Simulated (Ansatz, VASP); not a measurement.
**InGa2P3: VASP beside Ansatz**

```xyz
12
Lattice="-0.0003 -4.0094 0.0000 8.0181 0.0006 0.0000 -2.0043 2.0045 8.4602" Properties=species:S:1:pos:R:3 pbc="T T T"
In   -0.0002    0.0009    0.0004
In    4.0084   -0.0005   -0.0003
Ga    2.0044   -2.0041    2.8933
Ga    6.0129   -2.0043    2.8927
Ga    0.0005   -0.0007    5.5669
Ga    4.0100    0.0000    5.5675
P    -0.0007   -2.0053    6.8902
P     4.0090   -2.0045    6.8908
P     2.0053    0.0005    4.2302
P     6.0139    0.0003    4.2298
P    -0.0002   -2.0039    1.5700
P     4.0086   -2.0051    1.5693
```

Change from the starting cell: cell x2, atoms moved at random (sigma 0.05 Å) and cell strained at random (1.5 %), then relaxed without symmetry.

Alike in both runs: functional PBE; k mesh 4 × 2 × 4; occupations gaussian, width 0.1 eV; no spin polarisation.

Ansatz relaxed the structure, and its values are those at the end. VASP's run is a single point on that final structure, the one shown.

```csv
,VASP,Ansatz
version,VASP 6.6.1,Ansatz 0.2.0
potentials or method,"VASP PAW PBE potentials, release 64 (In_d, Ga_d, P), cutoff 520 eV","scalar-relativistic, plane waves, PAW"
valence electrons in the cell,108,108
```

|  | VASP | Ansatz | Ansatz less VASP |
| --- | --- | --- | --- |
| gap on the k mesh at the Fermi level (eV) | 0.98 | 0.99 | +0.004 |
| least direct gap on the mesh (eV) | 0.98 | 0.99 | +0.004 |
| pressure (GPa) | 0.0 | 0.0 | +0.01 |
